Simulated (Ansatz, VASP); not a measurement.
## One calculation of Al, two programs

Contents of INCAR:

```
SYSTEM = Al
PREC = Accurate
ENCUT = 520
EDIFF = 1E-7
ISMEAR = 0
SIGMA = 0.15
LREAL = .False.
LASPH = .True.
NELM = 60
ALGO = Fast
ISIF = 2
LWAVE = .False.
LCHARG = .False.
GGA = CA
NBANDS = 22
```

The input KPOINTS:

```
Automatic mesh
0
Gamma
  8 8 8
  0 0 0
```

Contents of POSCAR:

```
Al
1.0
   -0.1853565362      4.3595071568     -3.4865703318
   -4.1328642550     -0.3120366170     -3.9839634850
   -3.9540531180      4.6780891730      0.1332254800
Al
8
Direct
    0.4857128912      0.4890744125      0.0255315470
   -0.0119497999      0.4994839900      0.0350098353
    0.5299802631      0.0101420083     -0.0501161617
    0.0349263219     -0.0003612200     -0.0040543870
    0.4828740998      0.5243090805      0.4963740943
    0.0097444720      0.4958428705      0.4852993806
    0.4728659080      0.0375276104      0.4866029623
   -0.0041541562     -0.0560187522      0.5253527292
```

Input for Ansatz:

```yaml
crystal:
  lattice:
    - [-0.1853565362, 4.3595071568, -3.4865703318]
    - [-4.132864255, -0.312036617, -3.983963485]
    - [-3.954053118, 4.678089173, 0.13322548]
  atoms:
    - { symbol: Al, position: [0.4857128912, 0.4890744125, 0.025531547] }
    - { symbol: Al, position: [-0.0119497999, 0.49948399, 0.0350098353] }
    - { symbol: Al, position: [0.5299802631, 0.0101420083, -0.0501161617] }
    - { symbol: Al, position: [0.0349263219, -0.00036122, -0.004054387] }
    - { symbol: Al, position: [0.4828740998, 0.5243090805, 0.4963740943] }
    - { symbol: Al, position: [0.009744472, 0.4958428705, 0.4852993806] }
    - { symbol: Al, position: [0.472865908, 0.0375276104, 0.4866029623] }
    - { symbol: Al, position: [-0.0041541562, -0.0560187522, 0.5253527292] }
basis:
  ecutwfc: 420
kpoints:
  mp_grid: { grid: [8, 8, 8] }
hamiltonian:
  xc: lda
scf:
  occupations: { method: gaussian, width: 0.15 }
output:
  forces: true
  stress: true
  eigenvalues: true
  write_density: true
  write_potential: true
  elf: true
  volumetric_format: npy
```

Change from the starting cell: all atoms moved at random, sigma 0.1 Å a component, cell strained at random, sigma 0.1.

Alike in both runs: task single point; functional LDA; k mesh 8 × 8 × 8; occupations gaussian, width 0.15 eV; no spin polarisation.

```csv
,VASP,Ansatz
version,VASP 6.6.1,Ansatz 0.2.0
potentials or method,"VASP PAW LDA potentials, release 64 (Al), cutoff 520 eV","scalar-relativistic, plane waves, PAW"
valence electrons in the cell,24,24
```

```tsv
	VASP	Ansatz	Ansatz less VASP
gap on the k mesh at the Fermi level (eV)	none	none	-
pressure (GPa)	-0.2	-0.3	-0.07
traceless stress, the component that is largest in VASP (GPa)	-6.46	-6.43	+0.033
rms of the force components (eV/Å)	0.785	0.780	-0.0053
```

LDA's correlation is that of Perdew and Zunger in VASP and of Perdew and Wang (1992) in Ansatz. Atom by atom the forces differ by 0.005 eV/Å (rms over components). A gap of «none» marks a metal or a gap that the smearing closes.
